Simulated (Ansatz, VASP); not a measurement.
**One calculation of Si3Sb, two programs**

```
CELL_PARAMETERS angstrom
4.13875 0.00000 0.00000
0.00000 4.13875 0.00000
0.00000 0.00000 4.13875
ATOMIC_POSITIONS crystal
Si 0.00000 0.50000 0.50000
Si 0.50000 0.00000 0.50000
Si 0.50000 0.50000 0.00000
Sb 0.00000 0.00000 0.00000
```

Alike in both runs: task relaxation of cell and atoms; functional PBE; k mesh 4 × 4 × 4; occupations gaussian, width 0.1 eV; no spin polarisation.

|  | VASP | Ansatz |
| --- | --- | --- |
| version | VASP 6.6.1 | Ansatz 0.2.0 |
| potentials or method | VASP PAW PBE potentials, release 64 (Si, Sb), cutoff 600 eV | scalar-relativistic, plane waves, PAW |
| valence electrons in the cell | 17 | 27 |

|  | VASP | Ansatz | Ansatz less VASP |
| --- | --- | --- | --- |
| gap on the k mesh at the Fermi level, each at its own relaxed structure (eV) | none | none | - |
| relaxed volume (Å³/atom) | 18.79 | 18.79 | +0.002 |
| relaxed cell length with the largest relative difference (Å) | 4.220 | 4.220 | +0.0001 |

A gap of «none» marks a metal or a gap that the smearing closes. VASP's potentials hold 17 valence electrons a cell and Ansatz's 27, so a difference there can come from the potentials and not from the codes.

The k mesh is coarse, so the values compare programs but aren't converged. Spin-orbit coupling is off throughout. Noted on VASP's run: too few bands were computed for a metal, which touches its energy and stress.
